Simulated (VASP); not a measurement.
# MnSi4 (P6/mmm) in VASP: single point with PBE

Aim: the single point of MnSi4 with PBE.

All numbers are computed with VASP 6.6.1; they aren't measurements. Logs are shortened: lines on timing, memory, paths and dates and some standing lists are left out, and cuts for length are marked.

## 1. The cell of the first run

Symmetry: P6/mmm, No. 191, hexagonal system. Conventional cell: a = 2.626 Å, b = 2.626 Å, c = 12.413 Å, α = 90.00°, β = 90.00°, γ = 120.00°. Mn (site symmetry 6/mmm) has 2 Si at 2.43 Å and 6 Mn at 2.63 Å within 3.2 Å. Within 3.3 Å of Si (site symmetry 6mm) lie 8 Si at 2.48 to 2.63 Å. Within 3.2 Å of Si (site symmetry 6mm) lie 1 Mn at 2.43 Å and 7 Si at 2.54 to 2.63 Å.

The cell was generated, and may not be a known phase.

## 2. Single point, PBE, collinear spin, ferromagnetic start

File INCAR:

```
SYSTEM = MnSi4
ALGO = Normal ; EDIFF = 1E-6
ENCUT = 520 ; GGA = PE
ISIF = 2 ; ISMEAR = 0
ISPIN = 2 ; LASPH = .TRUE.
LCHARG = .FALSE. ; LMAXMIX = 4
LORBIT = 11 ; LREAL = .FALSE.
LWAVE = .FALSE. ; MAGMOM = 2.91 0 0 0 0
NBANDS = 26 ; NELM = 150
PREC = Accurate ; SIGMA = 0.1
```

File KPOINTS:

```
k-points
0
G
  18 18 4
  0 0 0
```

File POSCAR:

```
MnSi4
1.0
    2.6264530897      0.0000000000      0.0000000000
   -1.3132265448      2.2745750975      0.0000000000
    0.0000000000      0.0000000000     12.4133764015
Mn Si
1 4
Direct
    0.0000000000      0.0000000000      0.0000000000
    0.0000000000      0.0000000000      0.4000362041
    0.0000000000      0.0000000000      0.5999637959
    0.0000000000      0.0000000000      0.8042725516
    0.0000000000      0.0000000000      0.1957274484
```

Potentials or basis: VASP PAW PBE potentials, release 64 (Mn_pv, Si).

Started as:

```bash
$ cat potpaw_PBE.64/Mn_pv/POTCAR potpaw_PBE.64/Si/POTCAR > POTCAR
$ mpirun -np 1 vasp_std > vasp.out
```

OUTCAR:

```text
SYSTEM = MnSi4
   EDIFF = 1E-6
   ENCUT = 520
   GGA = PE
   ISIF = 2
   ISMEAR = 0
   ISPIN = 2
   LASPH = .TRUE.
   LORBIT = 11
   LREAL = .FALSE.
   NELM = 150
   PREC = Accurate

 ion  position               nearest neighbor table
   1  0.000  0.000  0.000-   4 2.43   5 2.43
   2  0.000  0.000  0.400-   3 2.48   5 2.54
   3  0.000  0.000  0.600-   2 2.48   4 2.54
   4  0.000  0.000  0.804-   1 2.43   3 2.54
   5  0.000  0.000  0.196-   1 2.43   2 2.54

  LATTYP: Found a hexagonal cell.
 ALAT       =     2.6264530897
 C/A-ratio  =     4.7262890208

  Lattice vectors:

 A1 = (   2.6264530897,   0.0000000000,   0.0000000000)
 A2 = (  -1.3132265448,   2.2745750975,   0.0000000000)
 A3 = (   0.0000000000,   0.0000000000,  12.4133764015)

Analysis of symmetry for initial positions (statically):
=====================================================================
 Subroutine PRICEL returns:
 Original cell was already a primitive cell.

 Routine SETGRP: Setting up the symmetry group for a
 hexagonal supercell.

 Subroutine GETGRP returns: Found 24 space group operations
 (whereof 24 operations were pure point group operations)
 out of a pool of 24 trial point group operations.

The static configuration has the point symmetry D_6h.

Analysis of symmetry for dynamics (positions and initial velocities):
=====================================================================
 Subroutine PRICEL returns:
 Original cell was already a primitive cell.

 Routine SETGRP: Setting up the symmetry group for a
 hexagonal supercell.

 Subroutine GETGRP returns: Found 24 space group operations
 (whereof 24 operations were pure point group operations)
 out of a pool of 24 trial point group operations.

The dynamic configuration has the point symmetry D_6h.

Analysis of structural, dynamic, and magnetic symmetry:
=====================================================================
 Subroutine PRICEL returns:
 Original cell was already a primitive cell.

 Routine SETGRP: Setting up the symmetry group for a
 hexagonal supercell.

 Subroutine GETGRP returns: Found 24 space group operations
 (whereof 24 operations were pure point group operations)
 out of a pool of 24 trial point group operations.

The overall configuration has the point symmetry D_6h.

 Subroutine INISYM returns: Found 24 space group operations
 (whereof 24 operations are pure point group operations),
 and found     1 'primitive' translations

----------------------------------------------------------------------------------------

                                     Primitive cell

  volume of cell :      74.1583

  direct lattice vectors                    reciprocal lattice vectors
     2.626453090  0.000000000  0.000000000     0.380741618  0.219821276  0.000000000
    -1.313226545  2.274575098  0.000000000     0.000000000  0.439642552  0.000000000
     0.000000000  0.000000000 12.413376402     0.000000000  0.000000000  0.080558260

  length of vectors
     2.626453090  2.626453090 12.413376402     0.439642552  0.439642552  0.080558260

  position of ions in fractional coordinates (direct lattice)
     0.000000000  0.000000000  0.000000000
     0.000000000  0.000000000  0.400036204
     0.000000000  0.000000000  0.599963796
     0.000000000  0.000000000  0.804272552
     0.000000000  0.000000000  0.195727448

  ion indices of the primitive-cell ions
   primitive index   ion index
                 1           1
                 2           2
                 3           3
                 4           4
                 5           5

----------------------------------------------------------------------------------------

 KPOINTS: k-points

Automatic generation of k-mesh.
 Grid dimensions read from file:
 generate k-points for:   18   18    4

 Generating k-lattice:

  Cartesian coordinates                     Fractional coordinates (reciprocal lattice)
     0.021152312  0.012212293  0.000000000     0.055555556 -0.000000000  0.000000000
     0.000000000  0.024424586  0.000000000     0.000000000  0.055555556  0.000000000
     0.000000000  0.000000000  0.020139565     0.000000000  0.000000000  0.250000000

  Length of vectors
     0.024424586  0.024424586  0.020139565

  Shift w.r.t. Gamma in fractional coordinates (k-lattice)
     0.000000000  0.000000000  0.000000000

 Subroutine IBZKPT returns following result:
 ===========================================

 Found    111 irreducible k-points:

 Following reciprocal coordinates:
            Coordinates               Weight
  0.000000  0.000000  0.000000      1.000000
  0.055556  0.000000  0.000000      6.000000
  0.111111  0.000000  0.000000      6.000000
  0.166667  0.000000  0.000000      6.000000
  0.222222  0.000000  0.000000      6.000000
  0.277778  0.000000  0.000000      6.000000
[... 16 lines left out ...]
  0.333333  0.111111  0.000000     12.000000
  0.388889  0.111111  0.000000     12.000000
 [... further k-points ...]
   k-points           NKPTS =    111   k-points in BZ     NKDIM =    111   number of bands    NBANDS=     26
   number of dos      NEDOS =    301   number of ions     NIONS =      5
   total plane-waves  NPLWV =  38400
   dimension x,y,z NGX =    20 NGY =   20 NGZ =   96
   dimension x,y,z NGXF=    40 NGYF=   40 NGZF=  192
   ions per type =               1   4
   NGX,Y,Z   is equivalent  to a cutoff of  12.66, 12.66, 12.86 a.u.
   NGXF,Y,Z  is equivalent  to a cutoff of  25.32, 25.32, 25.71 a.u.
 SYSTEM =  MnSi4
   PREC   = accura    normal or accurate (medium, high low for compatibility)
   ISTART =      0    job   : 0-new  1-cont  2-samecut
   ICHARG =      2    charge: 1-file 2-atom 10-const
   ISPIN  =      2    spin polarized calculation?
   LNONCOLLINEAR =      F non collinear calculations
   LSORBIT =      F    spin-orbit coupling
   LASPH  =      T    aspherical Exc in radial PAW
   ENCUT  =  520.0 eV  38.22 Ry    6.18 a.u.   4.88  4.88 23.08*2*pi/ulx,y,z
   NELM   =    150;   NELMIN=  2; NELMDL= -5     # of ELM steps
   EDIFF  = 0.1E-05   stopping-criterion for ELM
   LREAL  =      F    real-space projection
   EDIFFG = 0.1E-04   stopping-criterion for IOM
   NSW    =      0    number of steps for IOM
   IBRION =     -1    ionic relax: 0-MD 1-quasi-New 2-CG
   NFREE  =      0    steps in history (QN), initial steepest desc. (CG)
   ISIF   =      2    stress and relaxation
   ISYM   =      2    0-nonsym 1-usesym 2-fastsym
   POTIM  = 0.5000    time-step for ionic-motion
   TEBEG  =    0.0;   TEEND  =   0.0 temperature during run
   PSTRESS=    0.0 pullay stress
   NELECT =      29.0000    total number of electrons
   NUPDOWN=      -1.0000    fix difference up-down
   EMIN   =  10.00;   EMAX   =-10.00  energy-range for DOS
   EFERMI =   0.00;   METHOD = LEGACY
   ISMEAR =     0;   SIGMA  =   0.10  broadening in eV -4-tet -1-fermi 0-gaus
   EFERMI_NEDOS =   21; number of points for ismear=-14 and -15
   IALGO  =     38    algorithm
   IMIX   =      4    mixing-type and parameters
     AMIX     =   0.40;   BMIX     =  1.00
     AMIX_MAG =   1.60;   BMIX_MAG =  1.00
  volume/ion in A,a.u.               =      14.83       100.09
  Fermi-wavevector in a.u.,A,eV,Ry     =   1.197166  2.262315 19.499943  1.433205
  Thomas-Fermi vector in A             =   2.333087
   LORBIT       =     11    0 simple, 1 ext, 2 COOP (PROOUT), +10 PAW based schemes
   GGA     = PE    functional components
   LHFCALC =     F    Hartree Fock is set to
   AEXX    =    0.0000 exact exchange contribution
   IVDW    =     0    specifies the selected vdW correction
   LEPSILON=     F    determine dielectric tensor
   LRPA    =     F    only Hartree local field effects (RPA)
 spin polarized calculation
 Gauss-broadening in eV      SIGMA  =   0.10
  energy-cutoff  :      520.00
  volume of cell :       74.16
 maximum number of plane-waves:      2040
 NGX is ok and might be reduce to    20
   NGX =  9   NGY =  9   NGZ = 47

 number of electron      28.9999983 magnetization       2.7453700

 Free energy of the ion-electron system (eV)
  ---------------------------------------------------
  ext. energy  EPLUGINS =         0.00000000
  ---------------------------------------------------
  free energy    TOTEN  =       -28.44399719 eV

  energy without entropy =      -28.42889340  energy(sigma->0) =      -28.43644529

 E-fermi :   8.9933     XC(G=0): -11.2303

 val. band max:        8.9835535086   @ k =   0.3889   0.1111   0.5000
 cond. band min:       9.0007919513   @ k =   0.2778   0.1111   0.2500
 fundamental gap:      0.0172384427
 Fermi energy:         8.9933268156

 spin component 1

 k-point     1 :       0.0000    0.0000    0.0000
  band No.  band energies     occupation
      1     -39.8522      1.00000
      2     -39.7650      1.00000
      3     -39.7650      1.00000
      4      -4.6981      1.00000
      5      -3.8610      1.00000
      6      -2.9278      1.00000
[... 18 lines left out ...]
     25      21.1091      0.00000
     26      21.5680      0.00000

 k-point     2 :       0.0556    0.0000    0.0000
  band No.  band energies     occupation
      1     -39.8508      1.00000
      2     -39.7747      1.00000
      3     -39.7673      1.00000
      4      -4.6117      1.00000
      5      -3.7754      1.00000
      6      -2.8416      1.00000
[... 18 lines left out ...]
     25      20.4724      0.00000
[... 608 lines left out ...]
     25      15.6814      0.00000
     26      16.0011      0.00000

 k-point    24 :       0.3889    0.1111    0.0000
  band No.  band energies     occupation
      1     -40.0605      1.00000
      2     -39.8614      1.00000
      3     -39.8072      1.00000
      4       0.9543      1.00000
      5       1.7439      1.00000
      6       2.6421      1.00000
[... 18 lines left out ...]
     25      15.0887      0.00000
     26      15.1309      0.00000

 [... further k-points ...]

 spin component 2

 k-point     1 :       0.0000    0.0000    0.0000
  band No.  band energies     occupation
      1     -37.1769      1.00000
      2     -37.0136      1.00000
      3     -37.0136      1.00000
      4      -4.6885      1.00000
      5      -3.8399      1.00000
      6      -2.8917      1.00000
[... 18 lines left out ...]
     25      21.1238      0.00000
     26      21.5725      0.00000

 k-point     2 :       0.0556    0.0000    0.0000
  band No.  band energies     occupation
      1     -37.1754      1.00000
      2     -37.0242      1.00000
      3     -37.0161      1.00000
      4      -4.6021      1.00000
      5      -3.7542      1.00000
      6      -2.8055      1.00000
[... 18 lines left out ...]
     25      20.4907      0.00000
[... 608 lines left out ...]
     25      16.0043      0.00000
     26      16.1197      0.00000

 k-point    24 :       0.3889    0.1111    0.0000
  band No.  band energies     occupation
      1     -37.3384      1.00000
      2     -37.1277      1.00000
      3     -37.1188      1.00000
      4       0.9671      1.00000
      5       1.7846      1.00000
      6       2.7086      1.00000
[... 18 lines left out ...]
     25      15.2917      0.00000
     26      15.5688      0.00000

 [... further k-points ...]

------------------------ aborting loop because EDIFF is reached ----------------------------------------

  FORCE on cell =-STRESS in cart. coord.  units (eV):
  Direction    XX          YY          ZZ          XY          YZ          ZX
  --------------------------------------------------------------------------------------
  -------------------------------------------------------------------------------------
  Total        0.0601389      0.0601389      0.0502425      0.0000000      0.0000000     -0.0000000
  in kB        1.2992911      1.2992911      1.0854803      0.0000000      0.0000000     -0.0000000
  external PRESSURE =       1.2280208 kB  Pullay stress =       0.0000000 kB

 VOLUME and BASIS-vectors are now :
 -----------------------------------------------------------------------------
  energy-cutoff  :      520.00
  volume of cell :       74.16
      direct lattice vectors                 reciprocal lattice vectors
     2.626453090  0.000000000  0.000000000     0.380741618  0.219821276  0.000000000
    -1.313226545  2.274575098  0.000000000     0.000000000  0.439642552  0.000000000
     0.000000000  0.000000000 12.413376402     0.000000000  0.000000000  0.080558260

 POSITION                                       TOTAL-FORCE (eV/Angst)
 -----------------------------------------------------------------------------------
      0.00000      0.00000      0.00000        -0.000000      0.000000      0.000000
      0.00000      0.00000      4.96580        -0.000000      0.000000      0.002891
      0.00000      0.00000      7.44758        -0.000000     -0.000000     -0.002891
      0.00000      0.00000      9.98374         0.000000     -0.000000     -0.007117
      0.00000      0.00000      2.42964         0.000000      0.000000      0.007117
 -----------------------------------------------------------------------------------
    total drift:                               -0.000000     -0.000000     -0.000000

  FREE ENERGIE OF THE ION-ELECTRON SYSTEM (eV)
  ---------------------------------------------------
  free  energy   TOTEN  =       -28.4439971935 eV

  energy  without entropy=      -28.4288933958  energy(sigma->0) =      -28.43644529

 total charge

# of ion       s       p       d       tot
------------------------------------------
    1        0.361   6.238   5.105  11.705
    2        0.796   0.795   0.000   1.590
    3        0.796   0.795   0.000   1.590
    4        0.812   0.783   0.000   1.595
    5        0.812   0.783   0.000   1.595
--------------------------------------------------
tot          3.576   9.394   5.105  18.075

 magnetization (x)

# of ion       s       p       d       tot
------------------------------------------
    1        0.011   0.036   2.541   2.589
    2       -0.001   0.004   0.000   0.003
    3       -0.001   0.004   0.000   0.003
    4       -0.004   0.003   0.000  -0.000
    5       -0.004   0.003   0.000  -0.000
--------------------------------------------------
tot          0.001   0.051   2.541   2.594
```

It took 5 min on 1 thread of AMD EPYC 9R14 (Zen 4), shared host; peak memory 0.4 GiB.

What came out:

| Quantity | Value |
| --- | --- |
| Free energy | -28.4440 eV |
| Pressure | 0.1 GPa |
| Largest force | 0.007 eV/Å |
| Net moment | 2.75 μB per cell |
| Site moments | Mn +2.59; Si +0.00, -0.00 (each value once) μB |
| Valence electrons inside the program's atomic spheres | Mn 11.71; Si 1.59 |

Forces in eV/Å, atoms in the order of the input:
```
Mn   0.000  0.000  0.000
Si   0.000  0.000  0.003
Si   0.000  0.000 -0.003
Si   0.000  0.000 -0.007
Si   0.000  0.000  0.007
```

Levels at points of the mesh, in eV from the Fermi level:
Spin up:
| k point | band 12 | band 13 | band 14 | band 15 | band 16 | band 17 | band 18 | band 19 | band 20 | band 21 |
| --- | --- | --- | --- | --- | --- | --- | --- | --- | --- | --- |
| (0.00, 0.00, 0.00) | -1.60 | -1.60 | -0.68 | -0.68 | 2.24 | 3.43 | 9.76 | 10.21 | 10.65 | 10.65 |
| (0.50, 0.00, 0.00) | -3.29 | -2.22 | -2.15 | -1.10 | 0.40 | 0.71 | 0.95 | 1.59 | 3.72 | 4.56 |
| (0.00, 0.00, 0.50) | -1.60 | -1.24 | -0.68 | -0.68 | 0.38 | 5.95 | 6.78 | 10.67 | 10.67 | 11.28 |
| (0.50, 0.00, 0.50) | -3.26 | -2.44 | -1.10 | -1.00 | -0.68 | 0.40 | 1.21 | 2.71 | 2.73 | 4.30 |
Spin down:
| k point | band 9 | band 10 | band 11 | band 12 | band 13 | band 14 | band 15 | band 16 | band 17 | band 18 |
| --- | --- | --- | --- | --- | --- | --- | --- | --- | --- | --- |
| (0.00, 0.00, 0.00) | -4.05 | -3.73 | -1.40 | 0.69 | 0.69 | 2.40 | 2.40 | 2.44 | 3.92 | 10.02 |
| (0.50, 0.00, 0.00) | -4.86 | -3.79 | -3.27 | -2.19 | -1.36 | -0.24 | 1.05 | 1.65 | 1.82 | 1.83 |
| (0.00, 0.00, 0.50) | -5.61 | -2.56 | -1.13 | 0.69 | 0.69 | 0.99 | 2.40 | 2.40 | 6.18 | 7.17 |
| (0.50, 0.00, 0.50) | -4.96 | -3.87 | -3.70 | -1.64 | -0.96 | -0.50 | 0.05 | 1.67 | 1.83 | 2.93 |
